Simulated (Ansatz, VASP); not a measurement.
One calculation of Se, two programs

```
Se
1.0
     0.00000    3.08783    3.08783
     3.08783    0.00000    3.08783
     3.08783    3.08783    0.00000
Se
2
Direct
  0.12500 0.12500 0.12500
  0.87500 0.87500 0.87500
```

Alike in both runs: task relaxation of cell and atoms; functional PBEsol; k mesh 9 × 9 × 9; occupations fermi-dirac, width 0.1 eV; no spin polarisation.

|  | VASP | Ansatz |
| --- | --- | --- |
| version | VASP 6.6.1 | Ansatz 0.2.0 |
| potentials or method | VASP PAW PBE potentials, release 64 (Se), cutoff 500 eV | plane waves (420 eV) with PAW, scalar-relativistic |
| valence electrons in the cell | 12 | 32 |

|  | VASP | Ansatz | Ansatz less VASP |
| --- | --- | --- | --- |
| relaxed volume (Å³/atom) | 30.17 | 30.14 | -0.032 |
| relaxed cell length with the largest relative difference (Å) | 4.403 | 4.401 | -0.0015 |

VASP's potentials were made for PBE, not for PBEsol, and Ansatz warns of the same on its side. VASP's potentials hold 12 valence electrons a cell and Ansatz's 32, so a difference there can come from the potentials and not from the codes.
